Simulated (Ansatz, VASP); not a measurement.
## MnHg3 in VASP and in Ansatz

```
Hg Mn
1.0
     4.38820    0.00000    0.00000
     0.00000    4.38820    0.00000
     0.00000    0.00000    4.38820
Hg Mn
3 1
Direct
  0.50000 0.50000 0.00000
  0.00000 0.50000 0.50000
  0.50000 0.00000 0.50000
  0.00000 0.00000 0.00000
```

Alike in both runs: task single point; functional PBE; k mesh 6 × 6 × 6; occupations fermi-dirac, width 0.05 eV; collinear spin.

|  | VASP | Ansatz |
| --- | --- | --- |
| version | VASP 6.6.1 | Ansatz 0.2.0 |
| potentials or method | VASP PAW PBE potentials, release 64 (Hg, Mn_pv) | Ansatz PAW |
| plane-wave cutoff (eV) | 520 | 420 |
| valence electrons in the cell | 49 | 75 |

|  | VASP | Ansatz | Ansatz less VASP |
| --- | --- | --- | --- |
| gap on the k mesh at the Fermi level (eV) | none | none | - |
| pressure (GPa) | 1.1 | 0.8 | -0.35 |
| net moment per atom (μB) | 1.04 | 1.04 | 0.000 |
| size of the moment on the site where the two differ most (μB) | 4.04 | 4.18 | +0.142 |

Site moments also hang on the region over which each program counts them. A gap of «none» marks a metal or a gap that the smearing closes. With one functional, cell and mesh, what is left measures potentials, basis and numerics. VASP's potentials hold 49 valence electrons a cell and Ansatz's 75, so a difference there can come from the potentials and not from the codes.

Neither program's run includes spin-orbit coupling.
